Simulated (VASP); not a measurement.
Runs of VASP 6.6.1 on BAs. The structure is that of space group F-43m (No. 216), or close to it. The cells are those of the table. 

```tsv
cell	gap on the mesh (eV)	pressure (GPa)
a = 3.466 Å, angles 60.0°, 2 atoms	1.28	-6.2
a = 3.378 Å, angles 60.0°, 2 atoms	1.20	3.4
a = 3.332 Å, angles 60.0°, 2 atoms	(c)	9.9
a = 3.285 Å, angles 60.0°, 2 atoms	(a)	17.8
a = 3.422 Å, angles 60.0°, 2 atoms	(b)	-1.9
```

Alike in all rows: task single point; level PBE; potentials or basis VASP PAW PBE potentials, release 64 (B, As); no spin polarisation; k mesh 7 × 7 × 7; cutoff (eV) 520; smearing gaussian 0.01 eV.

Problem. Fill in the values left out.

Solution. (a) 1.10; (b) 1.24; (c) 1.15.

A k mesh can miss the band edges, and the runs leave out spin-orbit coupling on As.
